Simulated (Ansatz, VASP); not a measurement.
**KF: VASP beside Ansatz**

```
K F
1.0
     3.30784    0.00000    0.00000
     0.00000    3.30784    0.00000
     0.00000    0.00000    3.25895
K F
1 1
Direct
  0.00000 0.00000 0.00000
  0.50000 0.50000 0.50000
```

Change from the starting cell: strain +0.015 along x and y, +0.000 along z, atoms carried along.

Alike in both runs: task single point; functional LDA; k mesh 8 × 8 × 8; occupations gaussian, width 0.05 eV; no spin polarisation.

```csv
,VASP,Ansatz
version,VASP 6.6.1,Ansatz 0.2.0
potentials or method,"VASP PAW LDA potentials, release 64 (K_sv, F), cutoff 520 eV","scalar-relativistic, plane waves, PAW"
valence electrons in the cell,16,16
```

```csv
,VASP,Ansatz,Ansatz less VASP
gap on the k mesh at the Fermi level (eV),5.68,5.70,+0.014
least direct gap on the mesh (eV),5.73,5.75,+0.014
pressure (GPa),-6.3,-6.3,-0.04
"traceless stress, the component that is largest in VASP (GPa)",0.79,0.79,-0.003
```

LDA's correlation is that of Perdew and Zunger in VASP and of Perdew and Wang (1992) in Ansatz.
